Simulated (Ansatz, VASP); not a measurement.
## One calculation of AgCl, two programs

The input INCAR:

```
SYSTEM = AgCl
PREC = Accurate
ENCUT = 520
EDIFF = 1E-6
ISMEAR = -1
SIGMA = 0.01
LREAL = .FALSE.
LASPH = .TRUE.
NELM = 80
ALGO = Normal
ISIF = 2
LWAVE = .FALSE.
LCHARG = .FALSE.
GGA = PS
NBANDS = 16
```

KPOINTS

```
regular mesh
0
G
  9 9 9
  0 0 0
```

File POSCAR:

```
AgCl
1.0
    3.4339730000      0.0000000000      0.0000000000
    0.0000000000      3.4339730000      0.0000000000
    0.0000000000      0.0000000000      3.5026524600
Ag Cl
1 1
Direct
    0.0000000000      0.0000000000      0.0000000000
    0.5000000000      0.5000000000      0.5000000000
```

Input for Ansatz:

```yaml
crystal:
  lattice:
    - [3.433973, 0.0, 0.0]
    - [0.0, 3.433973, 0.0]
    - [0.0, 0.0, 3.50265246]
  atoms:
    - { symbol: Ag, position: [0.0, 0.0, 0.0] }
    - { symbol: Cl, position: [0.5, 0.5, 0.5] }
kpoints:
  mp_grid: { grid: [9, 9, 9] }
  band_path:
    path:
      - [0.0, 0.0, 0.0]
      - [0.0, 0.5, 0.0]
      - [0.5, 0.5, 0.0]
      - [0.0, 0.0, 0.0]
      - [0.0, 0.0, 0.5]
      - [0.0, 0.5, 0.5]
      - [0.5, 0.5, 0.5]
      - [0.0, 0.0, 0.5]
      - [0.0, 0.5, 0.0]
    npoints: 5
scf:
  occupations: { method: fermi_dirac, width: 0.01 }
hamiltonian:
  xc: pbesol
  pseudopotentials: { kind: all_electron, lapw: { basis_error: 0.001 } }
output:
  forces: true
  stress: true
  eigenvalues: true
```

Change from the starting cell: zz strain of +2 %.

Alike in both runs: task single point; functional PBEsol; k mesh 9 × 9 × 9; occupations fermi-dirac, width 0.01 eV; no spin polarisation.

|  | VASP | Ansatz |
| --- | --- | --- |
| version | VASP 6.6.1 | Ansatz 0.2.0 |
| potentials or method | VASP PAW PBE potentials, release 64 (Ag, Cl), cutoff 520 eV | all-electron LAPW, scalar-relativistic |

Ansatz gave:

- gap on the k mesh at the Fermi level (eV): 0.42
- pressure (GPa): -5.3
- traceless stress, the component that is largest in VASP (GPa): -0.59

Task: What did VASP give for the same quantities?

Result: gap on the k mesh at the Fermi level (eV): 0.42; pressure (GPa): -5.4; traceless stress, the component that is largest in VASP (GPa): -0.59.

VASP's potentials were made for PBE, not for PBEsol. Ansatz ran all-electron here, and VASP with PAW potentials.
